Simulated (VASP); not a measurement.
# WC (Qusongite) (P3m1) in VASP: notebook

Runs on WC (Qusongite). Level: PBE. Tasks: single point.

Program: VASP 6.6.1. These are calculated values, not measurements. Logs are shortened: lines on timing, memory, paths and dates and some standing lists are left out, and cuts for length are marked.

## Step 1: The cell of the first run

Symmetry: P3m1, No. 156, trigonal system. The conventional cell has a = 2.907 Å, b = 2.907 Å, c = 2.837 Å, α = 90.00°, β = 90.00°, γ = 120.00°. W (site symmetry 3m) has 6 C at 2.07 to 2.33 Å within 2.7 Å. Within 2.7 Å of C (site symmetry 3m) lie 6 W at 2.07 to 2.33 Å.

## Step 2: Single point, PBE

File INCAR:

```
SYSTEM = WC
PREC     = Accurate       ! precision mode
ENCUT    = 520            ! plane-wave cutoff, eV
EDIFF    = 1E-6           ! SCF threshold, eV
ISMEAR   = -1             ! smearing method
SIGMA    = 0.1            ! smearing width, eV
LREAL    = .False.        ! projectors in reciprocal space
LASPH    = .True.         ! aspherical terms in the spheres
NELM     = 100            ! most SCF steps
ALGO     = Normal         ! electronic algorithm
ISIF     = 2              ! what is computed and relaxed
LWAVE    = .False.        ! write WAVECAR
LCHARG   = .False.        ! write CHGCAR
GGA      = PE             ! functional
NBANDS   = 16             ! bands
```

File KPOINTS:

```
regular mesh
0
Gamma
  11 11 10
  0 0 0
```

File POSCAR:

```
WC
1.0
    2.9065000000      0.0000000000      0.0000000000
   -1.4532500000      2.5171030000      0.0000000000
    0.0000000000      0.0000000000      2.8366000000
W C
1 1
Direct
    0.0000000000      0.0000000000     -0.0705069449
    0.6666666667      0.3333333333      0.5000000000
```

Potentials or basis: VASP PAW PBE potentials, release 64 (W_sv, C).

Started as:

```console
$ cat potpaw_PBE.64/W_sv/POTCAR potpaw_PBE.64/C/POTCAR > POTCAR
$ mpirun -np 1 vasp_std > vasp.out
```

OUTCAR:

```text
SYSTEM = WC
   PREC = Accurate
   ENCUT = 520
   EDIFF = 1E-6
   ISMEAR = -1
   LREAL = .False.
   LASPH = .True.
   NELM = 100
   ISIF = 2
   GGA = PE

 ion  position               nearest neighbor table
   1  0.000  0.000  0.929-   2 2.07   2 2.07   2 2.07   2 2.33   2 2.33   2 2.33
   2  0.667  0.333  0.500-   1 2.07   1 2.07   1 2.07   1 2.33   1 2.33   1 2.33

  LATTYP: Found a hexagonal cell.
 ALAT       =     2.9065000000
 C/A-ratio  =     0.9759504559

  Lattice vectors:

 A1 = (   2.9065000000,   0.0000000000,   0.0000000000)
 A2 = (  -1.4532500000,   2.5171030000,   0.0000000000)
 A3 = (   0.0000000000,   0.0000000000,   2.8366000000)

Analysis of symmetry for initial positions (statically):
=====================================================================
 Subroutine PRICEL returns:
 Original cell was already a primitive cell.

 Routine SETGRP: Setting up the symmetry group for a
 hexagonal supercell.

 Subroutine GETGRP returns: Found  6 space group operations
 (whereof  6 operations were pure point group operations)
 out of a pool of 24 trial point group operations.

The static configuration has the point symmetry C_3v.

Analysis of symmetry for dynamics (positions and initial velocities):
=====================================================================
 Subroutine PRICEL returns:
 Original cell was already a primitive cell.

 Routine SETGRP: Setting up the symmetry group for a
 hexagonal supercell.

 Subroutine GETGRP returns: Found  6 space group operations
 (whereof  6 operations were pure point group operations)
 out of a pool of 24 trial point group operations.

The dynamic configuration has the point symmetry C_3v.

 Subroutine INISYM returns: Found  6 space group operations
 (whereof  6 operations are pure point group operations),
 and found     1 'primitive' translations

----------------------------------------------------------------------------------------

                                     Primitive cell

  volume of cell :      20.7525

  direct lattice vectors                    reciprocal lattice vectors
     2.906500000  0.000000000  0.000000000     0.344056425  0.198641057  0.000000000
    -1.453250000  2.517103000  0.000000000     0.000000000  0.397282114  0.000000000
     0.000000000  0.000000000  2.836600000     0.000000000  0.000000000  0.352534725

  length of vectors
     2.906500000  2.906500142  2.836600000     0.397282133  0.397282114  0.352534725

  position of ions in fractional coordinates (direct lattice)
     0.000000000  0.000000000  0.929493055
     0.666666667  0.333333333  0.500000000

  ion indices of the primitive-cell ions
   primitive index   ion index
                 1           1
                 2           2

----------------------------------------------------------------------------------------

 KPOINTS: regular mesh

Automatic generation of k-mesh.
 Grid dimensions read from file:
 generate k-points for:   11   11   10

 Generating k-lattice:

  Cartesian coordinates                     Fractional coordinates (reciprocal lattice)
     0.031277857  0.018058278  0.000000000     0.090909091  0.000000000  0.000000000
     0.000000000  0.036116556  0.000000000     0.000000000  0.090909091  0.000000000
     0.000000000  0.000000000  0.035253472     0.000000000  0.000000000  0.100000000

  Length of vectors
     0.036116558  0.036116556  0.035253472

  Shift w.r.t. Gamma in fractional coordinates (k-lattice)
     0.000000000  0.000000000  0.000000000

 Subroutine IBZKPT returns following result:
 ===========================================

 Found    136 irreducible k-points:

 Following reciprocal coordinates:
            Coordinates               Weight
  0.000000  0.000000  0.000000      1.000000
  0.090909 -0.000000  0.000000      6.000000
  0.181818  0.000000  0.000000      6.000000
  0.272727  0.000000  0.000000      6.000000
  0.363636  0.000000  0.000000      6.000000
  0.454545  0.000000  0.000000      6.000000
[... 16 lines left out ...]
  0.000000  0.272727  0.100000      6.000000
  0.363636  0.000000  0.100000      6.000000
 [... further k-points ...]
   k-points           NKPTS =    136   k-points in BZ     NKDIM =    136   number of bands    NBANDS=     16
   number of dos      NEDOS =    301   number of ions     NIONS =      2
   total plane-waves  NPLWV =  13824
   dimension x,y,z NGX =    24 NGY =   24 NGZ =   24
   dimension x,y,z NGXF=    48 NGYF=   48 NGZF=   48
   ions per type =               1   1
   NGX,Y,Z   is equivalent  to a cutoff of  13.73, 13.73, 14.07 a.u.
   NGXF,Y,Z  is equivalent  to a cutoff of  27.46, 27.46, 28.13 a.u.
 SYSTEM =  WC
   PREC   = accura    normal or accurate (medium, high low for compatibility)
   ISTART =      0    job   : 0-new  1-cont  2-samecut
   ICHARG =      2    charge: 1-file 2-atom 10-const
   ISPIN  =      1    spin polarized calculation?
   LNONCOLLINEAR =      F non collinear calculations
   LSORBIT =      F    spin-orbit coupling
   LASPH  =      T    aspherical Exc in radial PAW
   ENCUT  =  520.0 eV  38.22 Ry    6.18 a.u.   5.40  5.40  5.27*2*pi/ulx,y,z
   NELM   =    100;   NELMIN=  2; NELMDL= -5     # of ELM steps
   EDIFF  = 0.1E-05   stopping-criterion for ELM
   LREAL  =      F    real-space projection
   EDIFFG = 0.1E-04   stopping-criterion for IOM
   NSW    =      0    number of steps for IOM
   IBRION =     -1    ionic relax: 0-MD 1-quasi-New 2-CG
   NFREE  =      0    steps in history (QN), initial steepest desc. (CG)
   ISIF   =      2    stress and relaxation
   ISYM   =      2    0-nonsym 1-usesym 2-fastsym
   POTIM  = 0.5000    time-step for ionic-motion
   TEBEG  =    0.0;   TEEND  =   0.0 temperature during run
   PSTRESS=    0.0 pullay stress
   NELECT =      18.0000    total number of electrons
   NUPDOWN=      -1.0000    fix difference up-down
   EMIN   =  10.00;   EMAX   =-10.00  energy-range for DOS
   EFERMI =   0.00;   METHOD = LEGACY
   ISMEAR =    -1;   SIGMA  =   0.10  broadening in eV -4-tet -1-fermi 0-gaus
   EFERMI_NEDOS =   21; number of points for ismear=-14 and -15
   IALGO  =     38    algorithm
   IMIX   =      4    mixing-type and parameters
     AMIX     =   0.40;   BMIX     =  1.00
     AMIX_MAG =   1.60;   BMIX_MAG =  1.00
  volume/ion in A,a.u.               =      10.38        70.02
  Fermi-wavevector in a.u.,A,eV,Ry     =   1.561262  2.950358 33.164743  2.437540
  Thomas-Fermi vector in A             =   2.664353
   LORBIT       =      0    0 simple, 1 ext, 2 COOP (PROOUT), +10 PAW based schemes
   GGA     = PE    functional components
[... 5 lines left out ...]
 non-spin polarized calculation
  energy-cutoff  :      520.00
  volume of cell :       20.75
 maximum number of plane-waves:       580
 NGX is ok and might be reduce to    24
   NGX = 11   NGY = 11   NGZ = 11

 number of electron      17.9999999 magnetization

 Free energy of the ion-electron system (eV)
  ---------------------------------------------------
  ext. energy  EPLUGINS =         0.00000000
  ---------------------------------------------------
  free energy    TOTEN  =       -22.14899492 eV

  energy without entropy =      -22.13838850  energy(sigma->0) =      -22.14369171

 E-fermi :  11.1799     XC(G=0): -13.7739

 val. band max:       11.1220699428   @ k =   0.4545   0.0909   0.5000
 cond. band min:      11.2094604078   @ k =   0.4545   0.0000   0.5000
 fundamental gap:      0.0873904650
 Fermi energy:        11.1798907487

 k-point     1 :       0.0000    0.0000    0.0000
  band No.  band energies     occupation
      1     -62.8475      2.00000
      2     -26.8393      2.00000
      3     -26.7601      2.00000
      4     -26.7601      2.00000
      5      -3.3551      2.00000
      6       6.3236      2.00000
[... 8 lines left out ...]
     15      24.4377      0.00000
     16      27.9058      0.00000

 k-point     2 :       0.0909   -0.0000    0.0000
  band No.  band energies     occupation
      1     -62.8428      2.00000
      2     -26.8383      2.00000
      3     -26.8221      2.00000
      4     -26.7759      2.00000
      5      -3.1374      2.00000
      6       6.3481      2.00000
[... 8 lines left out ...]
     15      24.3815      0.00000
     16      28.2901      0.00000

 k-point     3 :       0.1818    0.0000    0.0000
  band No.  band energies     occupation
      1     -62.8302      2.00000
      2     -27.0142      2.00000
      3     -26.8178      2.00000
      4     -26.8059      2.00000
      5      -2.5323      2.00000
      6       5.8892      2.00000
[... 8 lines left out ...]
     15      24.4882      0.00000
     16      28.7168      0.00000

 k-point     4 :       0.2727    0.0000    0.0000
  band No.  band energies     occupation
      1     -62.8137      2.00000
      2     -27.2470      2.00000
      3     -26.8722      2.00000
      4     -26.7750      2.00000
      5      -1.6764      2.00000
      6       5.0827      2.00000
[... 8 lines left out ...]
     15      25.1523      0.00000
     16      28.6228      0.00000

 k-point     5 :       0.3636    0.0000    0.0000
  band No.  band energies     occupation
      1     -62.7985      2.00000
      2     -27.4544      2.00000
      3     -26.9217      2.00000
      4     -26.7464      2.00000
      5      -0.7898      2.00000
      6       4.4426      2.00000
[... 8 lines left out ...]
     15      25.8689      0.00000
     16      27.1159      0.00000

 k-point     6 :       0.4545    0.0000    0.0000
  band No.  band energies     occupation
      1     -62.7894      2.00000
      2     -27.5749      2.00000
      3     -26.9509      2.00000
      4     -26.7293      2.00000
      5      -0.1893      2.00000
      6       4.1147      2.00000
[... 8 lines left out ...]
     15      24.3942      0.00000
     16      27.8743      0.00000

 k-point     7 :       0.0909    0.0909    0.0000
  band No.  band energies     occupation
      1     -62.8342      2.00000
      2     -26.9533      2.00000
      3     -26.8133      2.00000
      4     -26.8089      2.00000
      5      -2.7251      2.00000
      6       6.0942      2.00000
[... 8 lines left out ...]
     15      24.4364      0.00000
     16      28.7299      0.00000

 k-point     8 :       0.1818    0.0909    0.0000
  band No.  band energies     occupation
      1     -62.8196      2.00000
      2     -27.1504      2.00000
      3     -26.8678      2.00000
      4     -26.7861      2.00000
      5      -1.9878      2.00000
      6       5.3977      2.00000
[... 8 lines left out ...]
     15      24.8947      0.00000
     16      28.9085      0.00000

 k-point     9 :       0.2727    0.0909    0.0000
  band No.  band energies     occupation
      1     -62.8038      2.00000
      2     -27.3584      2.00000
      3     -26.9317      2.00000
      4     -26.7563      2.00000
      5      -1.0956      2.00000
      6       4.7135      2.00000
[... 8 lines left out ...]
     15      25.8555      0.00000
     16      27.8989      0.00000
[... 172 lines left out ...]
 k-point    19 :       0.0000    0.0909    0.1000
  band No.  band energies     occupation
      1     -62.8390      2.00000
      2     -26.9054      2.00000
      3     -26.8220      2.00000
      4     -26.7694      2.00000
      5      -2.9076      2.00000
      6       6.3146      2.00000
[... 8 lines left out ...]
     15      24.6730      0.00000
     16      28.1672      0.00000

 k-point    20 :       0.1818    0.0000    0.1000
  band No.  band energies     occupation
      1     -62.8264      2.00000
      2     -27.0078      2.00000
      3     -26.8769      2.00000
      4     -26.8112      2.00000
      5      -2.3242      2.00000
      6       5.8580      2.00000
[... 8 lines left out ...]
     15      24.1574      0.00000
     16      28.2160      0.00000

 k-point    21 :       0.0000    0.1818    0.1000
  band No.  band energies     occupation
      1     -62.8264      2.00000
      2     -27.0076      2.00000
      3     -26.8772      2.00000
      4     -26.8111      2.00000
      5      -2.3277      2.00000
      6       6.0952      2.00000
[... 8 lines left out ...]
     15      24.6019      0.00000
     16      29.0513      0.00000

 k-point    22 :       0.2727    0.0000    0.1000
  band No.  band energies     occupation
      1     -62.8099      2.00000
      2     -27.2384      2.00000
      3     -26.8653      2.00000
      4     -26.8452      2.00000
      5      -1.5056      2.00000
      6       4.9909      2.00000
[... 8 lines left out ...]
     15      24.2428      0.00000
     16      28.3842      0.00000

 k-point    23 :       0.0000    0.2727    0.1000
  band No.  band energies     occupation
      1     -62.8099      2.00000
      2     -27.2383      2.00000
      3     -26.8652      2.00000
      4     -26.8454      2.00000
      5      -1.5185      2.00000
      6       5.3469      2.00000
[... 8 lines left out ...]
     15      25.3956      0.00000
     16      28.6193      0.00000

 k-point    24 :       0.3636    0.0000    0.1000
  band No.  band energies     occupation
      1     -62.7947      2.00000
      2     -27.4445      2.00000
      3     -26.9145      2.00000
      4     -26.8152      2.00000
      5      -0.6668      2.00000
      6       4.2920      2.00000
[... 8 lines left out ...]
     15      25.0452      0.00000
     16      27.5598      0.00000

 [... further k-points ...]

------------------------ aborting loop because EDIFF is reached ----------------------------------------

  FORCE on cell =-STRESS in cart. coord.  units (eV):
  Direction    XX          YY          ZZ          XY          YZ          ZX
  --------------------------------------------------------------------------------------
  -------------------------------------------------------------------------------------
  Total        1.9264171      1.9264173      2.2652477      0.0000000      0.0000000      0.0000000
  in kB      148.7275734    148.7275927    174.8867349      0.0000000      0.0000000      0.0000000
  external PRESSURE =     157.4473004 kB  Pullay stress =       0.0000000 kB

 VOLUME and BASIS-vectors are now :
 -----------------------------------------------------------------------------
  energy-cutoff  :      520.00
  volume of cell :       20.75
      direct lattice vectors                 reciprocal lattice vectors
     2.906500000  0.000000000  0.000000000     0.344056425  0.198641057  0.000000000
    -1.453250000  2.517103000  0.000000000     0.000000000  0.397282114  0.000000000
     0.000000000  0.000000000  2.836600000     0.000000000  0.000000000  0.352534725

 POSITION                                       TOTAL-FORCE (eV/Angst)
 -----------------------------------------------------------------------------------
      0.00000      0.00000      2.63660        -0.000000     -0.000000      3.097575
      1.45325      0.83903      1.41830         0.000000      0.000000     -3.097575
 -----------------------------------------------------------------------------------
    total drift:                               -0.000000      0.000001     -0.000489

  FREE ENERGIE OF THE ION-ELECTRON SYSTEM (eV)
  ---------------------------------------------------
  free  energy   TOTEN  =       -22.1489949234 eV

  energy  without entropy=      -22.1383885036  energy(sigma->0) =      -22.14369171
```

Wall time 30 s (1 thread of AMD EPYC 7R13 (Zen 3), shared host); peak memory 0.14 GiB.

What came out:

* Free energy: -22.1490 eV
* Pressure: 15.7 GPa
* Largest force: 3.098 eV/Å
* Band gap on the k mesh: zero (band 9 reaches 12.05 eV, above the bottom of band 10 at 10.72 eV)

Forces on the atoms (eV/Å):
```
W    0.000  0.000  3.098
C    0.000  0.000 -3.098
```

Caveat: spin-orbit coupling is left out, which moves the levels of the heavy elements; forces of over 1 eV/Å act on the atoms, so gaps and moduli don't describe the material at rest.

## Step 3: Single point, PBE

File INCAR:

```
SYSTEM = WC
  PREC = Accurate
  ENCUT = 520
  EDIFF = 1E-6
  ISMEAR = -1
  SIGMA = 0.1
  LREAL = .FALSE.
  LASPH = .TRUE.
  NELM = 100
  ALGO = Normal
  ISIF = 2
  LWAVE = .FALSE.
  LCHARG = .TRUE.
  GGA = PE
  LELF = .TRUE.
  LVHAR = .TRUE.
  NBANDS = 16
```

File KPOINTS:

```
Automatic mesh
0
G
  11 11 10
  0 0 0
```

Changes to POSCAR since step 2:

```diff
@@ -8,3 +8,3 @@
 Direct
-    0.0000000000      0.0000000000     -0.0705069449
+    0.0000000000      0.0000000000      0.0705069449
     0.6666666667      0.3333333333      0.5000000000
```

Potentials or basis: VASP PAW PBE potentials, release 64 (W_sv, C).

Started as:

```console
$ cat potpaw_PBE.64/W_sv/POTCAR potpaw_PBE.64/C/POTCAR > POTCAR
$ mpirun -np 1 vasp_std > vasp.out
```

Wall time 33 s (1 thread of AMD EPYC 7R13 (Zen 3), shared host); peak memory 0.14 GiB.

The run converged. Its results:

```
Free energy            : -22.1490 eV
Pressure               : 15.7 GPa
Largest force          : 3.098 eV/Å
Band gap on the k mesh : zero (band 9 reaches 12.05 eV, above the bottom of band 10 at 10.72 eV)
```

Forces in eV/Å, atoms in the order of the input:
```
W    0.000  0.000 -3.098
C    0.000  0.000  3.098
```

Stress tensor (GPa, compression positive):
```
14.87  0.00  0.00
 0.00 14.87  0.00
 0.00  0.00 17.49
```

Levels at points of the mesh, in eV from the Fermi level:
| k point | band 6 | band 7 | band 8 | band 9 | band 10 | band 11 | band 12 | band 13 |
| --- | --- | --- | --- | --- | --- | --- | --- | --- |
| (0.00, 0.00, 0.00) | -4.86 | -3.69 | -3.69 | 0.71 | 2.93 | 2.93 | 6.09 | 6.09 |
| (0.00, 0.00, 0.50) | -8.57 | -2.62 | -2.62 | -0.46 | -0.46 | 3.89 | 4.77 | 4.77 |

Caveat: spin-orbit coupling is left out, which moves the levels of the heavy elements; forces of over 1 eV/Å act on the atoms, so gaps and moduli don't describe the material at rest.
